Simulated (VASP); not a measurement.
# Sr (P-62m) in VASP: a series of runs

The runs below take Sr through single point, with PBEsol, r2SCAN.

Everything below comes from runs of VASP 6.6.1. Logs are shortened: lines on timing, memory, paths and dates and some standing lists are left out, and cuts for length are marked.

### 1 The cell of the first run

Symmetry: P-62m, No. 189, hexagonal system. The conventional cell has a = 7.066 Å, b = 7.066 Å, c = 3.817 Å, α = 90.00°, β = 90.00°, γ = 120.00°. Sr (site symmetry m2m) has 8 Sr at 3.82 to 4.09 Å within 5.0 Å.

This isn't the form of Sr at room conditions, which is fcc.

### 2 Single point, PBEsol

File INCAR:

```
SYSTEM = Sr
  PREC = Accurate
  ENCUT = 520
  EDIFF = 1E-6
  ISMEAR = -1
  SIGMA = 0.01
  LREAL = .False.
  LASPH = .True.
  NELM = 100
  ALGO = Normal
  ISIF = 2
  LWAVE = .False.
  LCHARG = .False.
  GGA = PS
  NBANDS = 22
```

File KPOINTS:

```
Automatic mesh
0
Gamma
  2 2 4
  0 0 0
```

File POSCAR:

```
Sr
1.0
    7.0659520000      0.0000000000      0.0000000000
   -3.5329760000      6.1192939339      0.0000000000
    0.0000000000      0.0000000000      3.8166330000
Sr
3
Direct
    0.0000000000      0.6657830000      0.0000000000
    0.3342170000      0.3342170000      0.0000000000
    0.6657830000      0.0000000000      0.0000000000
```

Potentials or basis: VASP PAW PBE potentials, release 64 (Sr_sv).

On the command line:

```bash
> cat potpaw_PBE.64/Sr_sv/POTCAR > POTCAR
> mpirun -np 1 vasp_std > vasp.out
```

OUTCAR:

```text
SYSTEM = Sr
   PREC = Accurate
   ENCUT = 520
   EDIFF = 1E-6
   ISMEAR = -1
   LREAL = .False.
   LASPH = .True.
   NELM = 100
   ISIF = 2
   GGA = PS

 ion  position               nearest neighbor table
   1  0.000  0.666  0.000-   3 4.07   3 4.07   2 4.07   2 4.07   2 4.09   3 4.09
   2  0.334  0.334  0.000-   3 4.07   3 4.07   1 4.07   1 4.07   1 4.09   3 4.09
   3  0.666  0.000  0.000-   1 4.07   2 4.07   2 4.07   1 4.07   1 4.09   2 4.09

  LATTYP: Found a hexagonal cell.
 ALAT       =     7.0659520000
 C/A-ratio  =     0.5401442014

  Lattice vectors:

 A1 = (   7.0659520000,   0.0000000000,   0.0000000000)
 A2 = (  -3.5329760000,   6.1192939339,   0.0000000000)
 A3 = (   0.0000000000,   0.0000000000,   3.8166330000)

Analysis of symmetry for initial positions (statically):
=====================================================================
 Subroutine PRICEL returns:
 Original cell was already a primitive cell.

 Routine SETGRP: Setting up the symmetry group for a
 hexagonal supercell.

 Subroutine GETGRP returns: Found 12 space group operations
 (whereof 12 operations were pure point group operations)
 out of a pool of 24 trial point group operations.

The static configuration has the point symmetry D_3h.

Analysis of symmetry for dynamics (positions and initial velocities):
=====================================================================
 Subroutine PRICEL returns:
 Original cell was already a primitive cell.

 Routine SETGRP: Setting up the symmetry group for a
 hexagonal supercell.

 Subroutine GETGRP returns: Found 12 space group operations
 (whereof 12 operations were pure point group operations)
 out of a pool of 24 trial point group operations.

The dynamic configuration has the point symmetry D_3h.

 Subroutine INISYM returns: Found 12 space group operations
 (whereof 12 operations are pure point group operations),
 and found     1 'primitive' translations

----------------------------------------------------------------------------------------

                                     Primitive cell

  volume of cell :     165.0260

  direct lattice vectors                    reciprocal lattice vectors
     7.065952000  0.000000000  0.000000000     0.141523747  0.081708773  0.000000000
    -3.532976000  6.119293934  0.000000000     0.000000000  0.163417546  0.000000000
[... 57 lines left out ...]
   NGXF,Y,Z  is equivalent  to a cutoff of  25.41, 25.41, 24.39 a.u.
 SYSTEM =  Sr
   PREC   = accura    normal or accurate (medium, high low for compatibility)
   ISTART =      0    job   : 0-new  1-cont  2-samecut
   ICHARG =      2    charge: 1-file 2-atom 10-const
   ISPIN  =      1    spin polarized calculation?
   LNONCOLLINEAR =      F non collinear calculations
   LSORBIT =      F    spin-orbit coupling
   LASPH  =      T    aspherical Exc in radial PAW
   ENCUT  =  520.0 eV  38.22 Ry    6.18 a.u.  13.14 13.14  7.10*2*pi/ulx,y,z
   NELM   =    100;   NELMIN=  2; NELMDL= -5     # of ELM steps
   EDIFF  = 0.1E-05   stopping-criterion for ELM
   LREAL  =      F    real-space projection
[... 7 lines left out ...]
   TEBEG  =    0.0;   TEEND  =   0.0 temperature during run
   PSTRESS=    0.0 pullay stress
   NELECT =      30.0000    total number of electrons
   NUPDOWN=      -1.0000    fix difference up-down
   EMIN   =  10.00;   EMAX   =-10.00  energy-range for DOS
   EFERMI =   0.00;   METHOD = LEGACY
   ISMEAR =    -1;   SIGMA  =   0.01  broadening in eV -4-tet -1-fermi 0-gaus
   EFERMI_NEDOS =   21; number of points for ismear=-14 and -15
   IALGO  =     38    algorithm
   IMIX   =      4    mixing-type and parameters
     AMIX     =   0.40;   BMIX     =  1.00
     AMIX_MAG =   1.60;   BMIX_MAG =  1.00
  volume/ion in A,a.u.               =      55.01       371.22
  Fermi-wavevector in a.u.,A,eV,Ry     =   0.927394  1.752521 11.701831  0.860060
  Thomas-Fermi vector in A             =   2.053459
   LORBIT       =      0    0 simple, 1 ext, 2 COOP (PROOUT), +10 PAW based schemes
   GGA     = PS    functional components
   LHFCALC =     F    Hartree Fock is set to
   AEXX    =    0.0000 exact exchange contribution
   IVDW    =     0    specifies the selected vdW correction
   LEPSILON=     F    determine dielectric tensor
   LRPA    =     F    only Hartree local field effects (RPA)
 non-spin polarized calculation
  energy-cutoff  :      520.00
  volume of cell :      165.03
 maximum number of plane-waves:      4460
 NGX is ok and might be reduce to    54
   NGX = 27   NGY = 27   NGZ = 15

 number of electron      30.0000000 magnetization

 Free energy of the ion-electron system (eV)
  ---------------------------------------------------
  ext. energy  EPLUGINS =         0.00000000
  ---------------------------------------------------
  free energy    TOTEN  =        -4.57721631 eV

  energy without entropy =       -4.57384132  energy(sigma->0) =       -4.57552881

 E-fermi :   1.3989     XC(G=0):  -7.4174

 val. band max:        1.3229203010   @ k =   0.5000   0.0000   0.2500
 cond. band min:       1.4123800160   @ k =   0.5000   0.0000   0.5000
 fundamental gap:      0.0894597150
 Fermi energy:         1.3989374225

 k-point     1 :       0.0000    0.0000    0.0000
  band No.  band energies     occupation
      1     -35.2068      2.00000
      2     -35.1871      2.00000
      3     -35.1871      2.00000
      4     -17.2628      2.00000
      5     -17.2614      2.00000
      6     -17.2614      2.00000
[... 139 lines left out ...]
     21       3.8281      0.00000
     22       3.8542      0.00000

------------------------ aborting loop because EDIFF is reached ----------------------------------------

  FORCE on cell =-STRESS in cart. coord.  units (eV):
  Direction    XX          YY          ZZ          XY          YZ          ZX
  --------------------------------------------------------------------------------------
  -------------------------------------------------------------------------------------
  Total       -1.5639810     -1.5639810     -0.0516239      0.0000000      0.0000000      0.0000000
  in kB      -15.1841214    -15.1841214     -0.5011981      0.0000000      0.0000000      0.0000000
  external PRESSURE =     -10.2898137 kB  Pullay stress =       0.0000000 kB

 VOLUME and BASIS-vectors are now :
 -----------------------------------------------------------------------------
  energy-cutoff  :      520.00
  volume of cell :      165.03
      direct lattice vectors                 reciprocal lattice vectors
     7.065952000  0.000000000  0.000000000     0.141523747  0.081708773  0.000000000
    -3.532976000  6.119293934  0.000000000     0.000000000  0.163417546  0.000000000
     0.000000000  0.000000000  3.816633000     0.000000000  0.000000000  0.262011045

 POSITION                                       TOTAL-FORCE (eV/Angst)
 -----------------------------------------------------------------------------------
     -2.35220      4.07412      0.00000        -0.003991      0.006913      0.000000
      1.18078      2.04517      0.00000        -0.003991     -0.006913     -0.000000
      4.70439      0.00000      0.00000         0.007982      0.000000     -0.000000
 -----------------------------------------------------------------------------------
    total drift:                                0.000000      0.000000     -0.000000

  FREE ENERGIE OF THE ION-ELECTRON SYSTEM (eV)
  ---------------------------------------------------
  free  energy   TOTEN  =        -4.5772163052 eV

  energy  without entropy=       -4.5738413156  energy(sigma->0) =       -4.57552881
```

It took 29 s on 1 thread of AMD EPYC 7R13, shared host; peak memory 0.22 GiB.

What came out:

- Free energy: -4.5772 eV
- Pressure: -1.0 GPa
- Largest force: 0.008 eV/Å
- Band gap on the k mesh: zero (bands 15 and 16 overlap by 0.55 eV)

Forces in eV/Å, atoms in the order of the input:
```
Sr  -0.004  0.007  0.000
Sr  -0.004 -0.007  0.000
Sr   0.008  0.000  0.000
```

Levels at points of the mesh, in eV from the Fermi level:
| k point | band 12 | band 13 | band 14 | band 15 | band 16 | band 17 |
| --- | --- | --- | --- | --- | --- | --- |
| (0.00, 0.00, 0.00) | -18.43 | -3.53 | 0.13 | 0.13 | 0.13 | 0.14 |
| (0.50, 0.00, 0.00) | -18.44 | -2.31 | -2.30 | -1.05 | 0.13 | 0.95 |
| (0.00, 0.00, 0.50) | -18.47 | -1.36 | -0.19 | 0.48 | 0.49 | 0.49 |
| (0.50, 0.00, 0.50) | -18.51 | -0.33 | -0.26 | -0.26 | 0.01 | 0.02 |

Caveat: the k points lie up to 0.51 Å⁻¹ apart, too coarse for converged energies and pressures of a metal; the PAW data sets were made with another functional, which shifts forces and pressure a little.

### 3 Single point, r2SCAN

POSCAR is that of step 2.

File INCAR.step1:

```
SYSTEM = Sr
ALGO = Normal
EDIFF = 1E-4
ENCUT = 520
GGA = PE
ISMEAR = -1
LASPH = .TRUE.
LCHARG = .FALSE.
LREAL = .FALSE.
LWAVE = .TRUE.
NBANDS = 22
NELM = 60
PREC = Accurate
SIGMA = 0.01
```

File INCAR.step2:

```
SYSTEM = Sr
ALGO = Normal
EDIFF = 1E-7
ENCUT = 520
ISIF = 2
ISMEAR = -1
ISTART = 1
LASPH = .TRUE.
LCHARG = .FALSE.
LMIXTAU = .TRUE.
LREAL = .FALSE.
LWAVE = .FALSE.
METAGGA = R2SCAN
NBANDS = 22
NELM = 60
PREC = Accurate
SIGMA = 0.01
```

File KPOINTS:

```
k-points
0
G
  2 2 4
  0 0 0
```

Potentials or basis: VASP PAW PBE potentials, release 64 (Sr_sv).

On the command line:

```bash
> cat potpaw_PBE.64/Sr_sv/POTCAR > POTCAR
> cp INCAR.step1 INCAR
> mpirun -np 1 vasp_std > vasp.out
> cp INCAR.step2 INCAR
> mpirun -np 1 vasp_std > vasp.out
```

OUTCAR:

```text
SYSTEM = Sr
   EDIFF = 1E-7
   ENCUT = 520
   ISIF = 2
   ISMEAR = -1
   ISTART = 1
   LASPH = .TRUE.
   LREAL = .FALSE.
   METAGGA = R2SCAN
   NELM = 60
   PREC = Accurate

 ion  position               nearest neighbor table
   1  0.000  0.666  0.000-   3 4.07   3 4.07   2 4.07   2 4.07   2 4.09   3 4.09
   2  0.334  0.334  0.000-   3 4.07   3 4.07   1 4.07   1 4.07   1 4.09   3 4.09
   3  0.666  0.000  0.000-   1 4.07   2 4.07   2 4.07   1 4.07   1 4.09   2 4.09

  LATTYP: Found a hexagonal cell.
 ALAT       =     7.0659520000
 C/A-ratio  =     0.5401442014

  Lattice vectors:

 A1 = (   7.0659520000,   0.0000000000,   0.0000000000)
 A2 = (  -3.5329760000,   6.1192939339,   0.0000000000)
 A3 = (   0.0000000000,   0.0000000000,   3.8166330000)

Analysis of symmetry for initial positions (statically):
=====================================================================
 Subroutine PRICEL returns:
 Original cell was already a primitive cell.

 Routine SETGRP: Setting up the symmetry group for a
 hexagonal supercell.

 Subroutine GETGRP returns: Found 12 space group operations
 (whereof 12 operations were pure point group operations)
 out of a pool of 24 trial point group operations.

[... 144 lines left out ...]

 E-fermi :   1.5440     XC(G=0):  -7.7404

 val. band max:        1.3817492959   @ k =   0.5000   0.0000   0.2500
 cond. band min:       1.5509372897   @ k =   0.5000   0.0000   0.0000
 fundamental gap:      0.1691879938
 Fermi energy:         1.5440015829

 k-point     1 :       0.0000    0.0000    0.0000
  band No.  band energies     occupation
      1     -36.6089      2.00000
      2     -36.5887      2.00000
      3     -36.5887      2.00000
      4     -18.0302      2.00000
      5     -18.0278      2.00000
      6     -18.0278      2.00000
[... 139 lines left out ...]
     21       4.1916      0.00000
     22       4.2041      0.00000

------------------------ aborting loop because EDIFF is reached ----------------------------------------

  FORCE on cell =-STRESS in cart. coord.  units (eV):
  Direction    XX          YY          ZZ          XY          YZ          ZX
  --------------------------------------------------------------------------------------
  -------------------------------------------------------------------------------------
  Total       -0.5147603     -0.5147603     -0.2339987      0.0000000     -0.0000000      0.0000000
  in kB       -4.9976199     -4.9976199     -2.2718080      0.0000000     -0.0000000      0.0000000
  external PRESSURE =      -4.0890159 kB  Pullay stress =       0.0000000 kB

 VOLUME and BASIS-vectors are now :
 -----------------------------------------------------------------------------
  energy-cutoff  :      520.00
  volume of cell :      165.03
      direct lattice vectors                 reciprocal lattice vectors
     7.065952000  0.000000000  0.000000000     0.141523747  0.081708773  0.000000000
    -3.532976000  6.119293934  0.000000000     0.000000000  0.163417546  0.000000000
     0.000000000  0.000000000  3.816633000     0.000000000  0.000000000  0.262011045

 POSITION                                       TOTAL-FORCE (eV/Angst)
 -----------------------------------------------------------------------------------
     -2.35220      4.07412      0.00000        -0.008302      0.014379      0.000000
      1.18078      2.04517      0.00000        -0.008302     -0.014379      0.000000
      4.70439      0.00000      0.00000         0.016603      0.000000     -0.000000
 -----------------------------------------------------------------------------------
    total drift:                                0.000000      0.000000      0.000000

  FREE ENERGIE OF THE ION-ELECTRON SYSTEM (eV)
  ---------------------------------------------------
  free  energy   TOTEN  =       -44.3981073209 eV

  energy  without entropy=      -44.3957168944  energy(sigma->0) =      -44.39691211
```

OUTCAR.step1:

```text
SYSTEM = Sr
   EDIFF = 1E-4
   ENCUT = 520
   GGA = PE
   ISMEAR = -1
   LASPH = .TRUE.
   LREAL = .FALSE.
   NELM = 60
[... 352 lines left out ...]
     -2.35220      4.07412      0.00000        -0.004420      0.007656     -0.000000
      1.18078      2.04517      0.00000        -0.004420     -0.007656      0.000000
      4.70439      0.00000      0.00000         0.008840     -0.000000     -0.000000
 -----------------------------------------------------------------------------------
    total drift:                               -0.000000     -0.000000     -0.000000

  FREE ENERGIE OF THE ION-ELECTRON SYSTEM (eV)
  ---------------------------------------------------
  free  energy   TOTEN  =        -3.9911187039 eV

  energy  without entropy=       -3.9877748424  energy(sigma->0) =       -3.98944677
```

Run time: 2.4 min. Hardware: 1 thread of AMD EPYC 7R13, shared host; peak memory 0.26 GiB.

Results:

| Quantity | Value |
| --- | --- |
| Free energy | -44.3981 eV |
| Pressure | -0.4 GPa |
| Largest force | 0.017 eV/Å |
| Band gap on the k mesh | zero (bands 15 and 16 overlap by 0.66 eV) |

Forces on the atoms (eV/Å):
```
Sr  -0.008  0.014  0.000
Sr  -0.008 -0.014  0.000
Sr   0.017  0.000  0.000
```

Levels at points of the mesh, in eV from the Fermi level:
```
           k point  band 10  band 11  band 12  band 13  band 14  band 15  band 16  band 17  band 18  band 19
(0.00, 0.00, 0.00)   -19.38   -19.35   -19.35    -3.67     0.09     0.10     0.10     0.10     0.62     0.62
(0.50, 0.00, 0.00)   -19.36   -19.36   -19.35    -2.40    -2.39    -0.96     0.01     1.08     1.10     1.31
(0.00, 0.00, 0.50)   -19.53   -19.38   -19.38    -1.22    -0.36     0.50     0.51     0.51     0.53     1.90
(0.50, 0.00, 0.50)   -19.43   -19.42   -19.42    -0.38    -0.37    -0.36     0.20     0.21     0.72     2.09
```

Caveat: the k points lie up to 0.51 Å⁻¹ apart, too coarse for converged energies and pressures of a metal; the PAW data sets were made with another functional, which shifts forces and pressure a little.
